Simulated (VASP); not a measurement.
# BiB (F-43m) in VASP: settings compared, part 2 of 2

VASP 6.6.1.

### Step 5. Single point, r2SCAN

Contents of POSCAR:

```
BiB
1.0
    0.0000000000      2.7448736709      2.7448736709
    2.7448736709      0.0000000000      2.7448736709
    2.7448736709      2.7448736709      0.0000000000
B Bi
1 1
Direct
    0.0000000000      0.0000000000      0.0000000000
    0.2500000000      0.2500000000      0.2500000000
```

Contents of INCAR.step1:

```
SYSTEM = BiB
ALGO = Normal ; EDIFF = 1E-4
ENCUT = 520 ; GGA = PE
ISMEAR = -1 ; LASPH = .TRUE.
LCHARG = .FALSE. ; LREAL = .FALSE.
LWAVE = .TRUE. ; NBANDS = 16
NELM = 100 ; PREC = Accurate
SIGMA = 0.02
```

Contents of INCAR.step2:

```
SYSTEM = BiB
ALGO = Normal ; EDIFF = 1E-7
ENCUT = 520 ; ISIF = 2
ISMEAR = -1 ; ISTART = 1
LASPH = .TRUE. ; LCHARG = .FALSE.
LMIXTAU = .TRUE. ; LREAL = .FALSE.
LWAVE = .FALSE. ; METAGGA = R2SCAN
NBANDS = 16 ; NELM = 100
PREC = Accurate ; SIGMA = 0.02
```

Contents of KPOINTS:

```
k-points
0
G
  8 8 8
  0 0 0
```

Potentials or basis: VASP PAW PBE potentials, release 64 (B, Bi_d).

Command:

```console
$ cat potpaw_PBE.64/B/POTCAR potpaw_PBE.64/Bi_d/POTCAR > POTCAR
$ cp INCAR.step1 INCAR
$ mpirun -np 1 vasp_std > vasp.out
$ cp INCAR.step2 INCAR
$ mpirun -np 1 vasp_std > vasp.out
```

OUTCAR:

```text
SYSTEM = BiB
   EDIFF = 1E-7
   ENCUT = 520
   ISIF = 2
   ISMEAR = -1
   ISTART = 1
   LASPH = .TRUE.
   LREAL = .FALSE.
   METAGGA = R2SCAN
   NELM = 100
   PREC = Accurate

 ion  position               nearest neighbor table
   1  0.000  0.000  0.000-   2 2.38   2 2.38   2 2.38   2 2.38
   2  0.250  0.250  0.250-   1 2.38   1 2.38   1 2.38   1 2.38

  LATTYP: Found a face centered cubic cell.
 ALAT       =     5.4897473418

  Lattice vectors:

 A1 = (   0.0000000000,   2.7448736709,   2.7448736709)
 A2 = (   2.7448736709,   0.0000000000,   2.7448736709)
 A3 = (   2.7448736709,   2.7448736709,   0.0000000000)

Analysis of symmetry for initial positions (statically):
=====================================================================
 Subroutine PRICEL returns:
 Original cell was already a primitive cell.

 Routine SETGRP: Setting up the symmetry group for a
 face centered cubic supercell.

 Subroutine GETGRP returns: Found 24 space group operations
 (whereof 24 operations were pure point group operations)
 out of a pool of 48 trial point group operations.

The static configuration has the point symmetry T_d .

Analysis of symmetry for dynamics (positions and initial velocities):
=====================================================================
 Subroutine PRICEL returns:
 Original cell was already a primitive cell.

 Routine SETGRP: Setting up the symmetry group for a
 face centered cubic supercell.

 Subroutine GETGRP returns: Found 24 space group operations
 (whereof 24 operations were pure point group operations)
 out of a pool of 48 trial point group operations.

The dynamic configuration has the point symmetry T_d .

 Subroutine INISYM returns: Found 24 space group operations
 (whereof 24 operations are pure point group operations),
 and found     1 'primitive' translations

----------------------------------------------------------------------------------------

                                     Primitive cell

  volume of cell :      41.3616

  direct lattice vectors                    reciprocal lattice vectors
     0.000000000  2.744873671  2.744873671    -0.182157746  0.182157746  0.182157746
     2.744873671  0.000000000  2.744873671     0.182157746 -0.182157746  0.182157746
     2.744873671  2.744873671  0.000000000     0.182157746  0.182157746 -0.182157746

  length of vectors
     3.881837572  3.881837572  3.881837572     0.315506470  0.315506470  0.315506470

  position of ions in fractional coordinates (direct lattice)
     0.000000000  0.000000000  0.000000000
     0.250000000  0.250000000  0.250000000

  ion indices of the primitive-cell ions
   primitive index   ion index
                 1           1
                 2           2

----------------------------------------------------------------------------------------

 KPOINTS: k-points

Automatic generation of k-mesh.
 Grid dimensions read from file:
 generate k-points for:    8    8    8

 Generating k-lattice:

  Cartesian coordinates                     Fractional coordinates (reciprocal lattice)
    -0.022769718  0.022769718  0.022769718     0.125000000  0.000000000  0.000000000
     0.022769718 -0.022769718  0.022769718     0.000000000  0.125000000  0.000000000
     0.022769718  0.022769718 -0.022769718     0.000000000  0.000000000  0.125000000

  Length of vectors
     0.039438309  0.039438309  0.039438309

  Shift w.r.t. Gamma in fractional coordinates (k-lattice)
     0.000000000  0.000000000  0.000000000

 Subroutine IBZKPT returns following result:
 ===========================================

 Found     29 irreducible k-points:

 Following reciprocal coordinates:
            Coordinates               Weight
  0.000000  0.000000  0.000000      1.000000
  0.125000  0.000000  0.000000      8.000000
  0.250000  0.000000  0.000000      8.000000
  0.375000  0.000000  0.000000      8.000000
  0.500000  0.000000  0.000000      4.000000
  0.125000  0.125000  0.000000      6.000000
[... 16 lines left out ...]
  0.500000  0.250000  0.125000     48.000000
 -0.375000  0.250000  0.125000     24.000000
 [... further k-points ...]
   k-points           NKPTS =     29   k-points in BZ     NKDIM =     29   number of bands    NBANDS=     16
   number of dos      NEDOS =    301   number of ions     NIONS =      2
   total plane-waves  NPLWV =  27000
   dimension x,y,z NGX =    30 NGY =   30 NGZ =   30
   dimension x,y,z NGXF=    60 NGYF=   60 NGZF=   60
   ions per type =               1   1
   NGX,Y,Z   is equivalent  to a cutoff of  12.85, 12.85, 12.85 a.u.
   NGXF,Y,Z  is equivalent  to a cutoff of  25.70, 25.70, 25.70 a.u.
 SYSTEM =  BiB
   PREC   = accura    normal or accurate (medium, high low for compatibility)
   ISTART =      1    job   : 0-new  1-cont  2-samecut
   ICHARG =      0    charge: 1-file 2-atom 10-const
   ISPIN  =      1    spin polarized calculation?
   LNONCOLLINEAR =      F non collinear calculations
   LSORBIT =      F    spin-orbit coupling
   LASPH  =      T    aspherical Exc in radial PAW
   ENCUT  =  520.0 eV  38.22 Ry    6.18 a.u.   7.22  7.22  7.22*2*pi/ulx,y,z
   NELM   =    100;   NELMIN=  2; NELMDL=  0     # of ELM steps
   EDIFF  = 0.1E-06   stopping-criterion for ELM
   LREAL  =      F    real-space projection
   EDIFFG = 0.1E-05   stopping-criterion for IOM
   NSW    =      0    number of steps for IOM
   IBRION =     -1    ionic relax: 0-MD 1-quasi-New 2-CG
   NFREE  =      0    steps in history (QN), initial steepest desc. (CG)
   ISIF   =      2    stress and relaxation
   ISYM   =      2    0-nonsym 1-usesym 2-fastsym
   POTIM  = 0.5000    time-step for ionic-motion
   TEBEG  =    0.0;   TEEND  =   0.0 temperature during run
   PSTRESS=    0.0 pullay stress
   NELECT =      18.0000    total number of electrons
   NUPDOWN=      -1.0000    fix difference up-down
   EMIN   =  10.00;   EMAX   =-10.00  energy-range for DOS
   EFERMI =   0.00;   METHOD = LEGACY
   ISMEAR =    -1;   SIGMA  =   0.02  broadening in eV -4-tet -1-fermi 0-gaus
   EFERMI_NEDOS =   21; number of points for ismear=-14 and -15
   IALGO  =     38    algorithm
   IMIX   =      4    mixing-type and parameters
     AMIX     =   0.40;   BMIX     =  1.00
     AMIX_MAG =   1.60;   BMIX_MAG =  1.00
  volume/ion in A,a.u.               =      20.68       139.56
  Fermi-wavevector in a.u.,A,eV,Ry     =   1.240604  2.344402 20.940716  1.539099
  Thomas-Fermi vector in A             =   2.375038
   LORBIT       =      0    0 simple, 1 ext, 2 COOP (PROOUT), +10 PAW based schemes
   METAGGA = R2SCAN    functional components
   LHFCALC =     F    Hartree Fock is set to
   AEXX    =    0.0000 exact exchange contribution
   IVDW    =     0    specifies the selected vdW correction
   LEPSILON=     F    determine dielectric tensor
   LRPA    =     F    only Hartree local field effects (RPA)
 non-spin polarized calculation
  energy-cutoff  :      520.00
  volume of cell :       41.36
 maximum number of plane-waves:      1139
 NGX is ok and might be reduce to    30
   NGX = 15   NGY = 15   NGZ = 15

 number of electron      17.9999997 magnetization

 Free energy of the ion-electron system (eV)
  ---------------------------------------------------
  ext. energy  EPLUGINS =         0.00000000
  ---------------------------------------------------
  free energy    TOTEN  =       -64.30837751 eV

  energy without entropy =      -64.30837736  energy(sigma->0) =      -64.30837743

 E-fermi :   7.2991     XC(G=0): -10.7531

 val. band max:        7.0914945839   @ k =   0.0000   0.0000   0.0000
 cond. band min:       7.4848265416   @ k =   0.0000   0.0000   0.0000
 fundamental gap:      0.3933319577
 Fermi energy:         7.2990931892

 k-point     1 :       0.0000    0.0000    0.0000
  band No.  band energies     occupation
      1     -16.7797      2.00000
      2     -16.7797      2.00000
      3     -16.7797      2.00000
      4     -16.6778      2.00000
      5     -16.6778      2.00000
      6      -7.7376      2.00000
[... 8 lines left out ...]
     15      18.2749      0.00000
     16      18.2749      0.00000
[... 419 lines left out ...]
 k-point    24 :      -0.3750    0.2500    0.1250
  band No.  band energies     occupation
      1     -16.7742      2.00000
      2     -16.7443      2.00000
      3     -16.7188      2.00000
      4     -16.6759      2.00000
      5     -16.6606      2.00000
      6      -5.0920      2.00000
[... 8 lines left out ...]
     15      18.4697      0.00000
     16      19.2255      0.00000

 [... further k-points ...]

------------------------ aborting loop because EDIFF is reached ----------------------------------------

  FORCE on cell =-STRESS in cart. coord.  units (eV):
  Direction    XX          YY          ZZ          XY          YZ          ZX
  --------------------------------------------------------------------------------------
  -------------------------------------------------------------------------------------
  Total       -0.0172357     -0.0172357     -0.0172357      0.0000000      0.0000000      0.0000000
  in kB       -0.6676414     -0.6676414     -0.6676414      0.0000000      0.0000000      0.0000000
  external PRESSURE =      -0.6676414 kB  Pullay stress =       0.0000000 kB

 VOLUME and BASIS-vectors are now :
 -----------------------------------------------------------------------------
  energy-cutoff  :      520.00
  volume of cell :       41.36
      direct lattice vectors                 reciprocal lattice vectors
     0.000000000  2.744873671  2.744873671    -0.182157746  0.182157746  0.182157746
     2.744873671  0.000000000  2.744873671     0.182157746 -0.182157746  0.182157746
     2.744873671  2.744873671  0.000000000     0.182157746  0.182157746 -0.182157746

 POSITION                                       TOTAL-FORCE (eV/Angst)
 -----------------------------------------------------------------------------------
      0.00000      0.00000      0.00000         0.000000     -0.000000      0.000000
      1.37244      1.37244      1.37244        -0.000000      0.000000     -0.000000
 -----------------------------------------------------------------------------------
    total drift:                                0.000000      0.000000      0.000000

  FREE ENERGIE OF THE ION-ELECTRON SYSTEM (eV)
  ---------------------------------------------------
  free  energy   TOTEN  =       -64.3083775134 eV

  energy  without entropy=      -64.3083773555  energy(sigma->0) =      -64.30837743
```

It took 3 min on 1 thread of Intel Xeon 8259CL, shared host; peak memory 0.18 GiB.

What came out:

- Free energy: -64.3084 eV
- Pressure: -0.1 GPa
- Band gap on the k mesh: 0.39 eV

Levels at points of the mesh, in eV from the valence-band top:
```tsv
k point	band 7	band 8	band 9	band 10	band 11	band 12
(0.00, 0.00, 0.00)	0.00	0.00	0.00	0.39	2.93	2.93
(0.50, 0.00, 0.00)	-8.14	-1.72	-1.72	0.53	4.40	4.40
(0.50, 0.50, 0.00)	-8.36	-3.68	-3.68	1.01	1.14	9.02
```

Caveat: the PAW data sets were made with another functional, which shifts forces and pressure a little; spin-orbit coupling is left out, which moves the levels of the heavy elements. A k mesh can miss the band edges.

### Step 6. Overview

```csv
level,potentials or basis,spin,cell,k mesh,grid for exact exchange (PRECFOCK),share of exact exchange,screening parameter,gap on the mesh (eV),pressure (GPa)
HSE06,"VASP PAW PBE potentials, release 64 (B, Bi_d)","non-collinear, zero start, SOC","a = 3.882 Å, angles 60.0°, 2 atoms",4 × 4 × 4,Normal,0.25,0.2079 1/Å,-,-1.8
PBEsol,"VASP PAW PBE potentials, release 64 (B, Bi_d)",off,"a = 3.857 Å, angles 60.0°, 2 atoms",8 × 8 × 8,-,-,-,0.45,-0.1
LDA,"VASP PAW LDA potentials, release 64 (B, Bi_d)",off,"a = 3.826 Å, angles 60.0°, 2 atoms",8 × 8 × 8,-,-,-,0.60,0.0
r2SCAN,"VASP PAW PBE potentials, release 64 (B, Bi_d)",off,"a = 3.882 Å, angles 60.0°, 2 atoms",8 × 8 × 8,-,-,-,0.39,-0.1
```

Alike in all rows: task single point; cutoff (eV) 520; smearing fermi-dirac 0.02 eV.

Caveats: some runs use coarse meshes; the PAW data sets were made with another functional, which shifts forces and pressure a little (at least some runs); spin-orbit coupling is left out, which moves the levels of the heavy elements (at least some runs).

Total energies depend on the potentials used, so only differences within one code and one set of settings carry meaning.
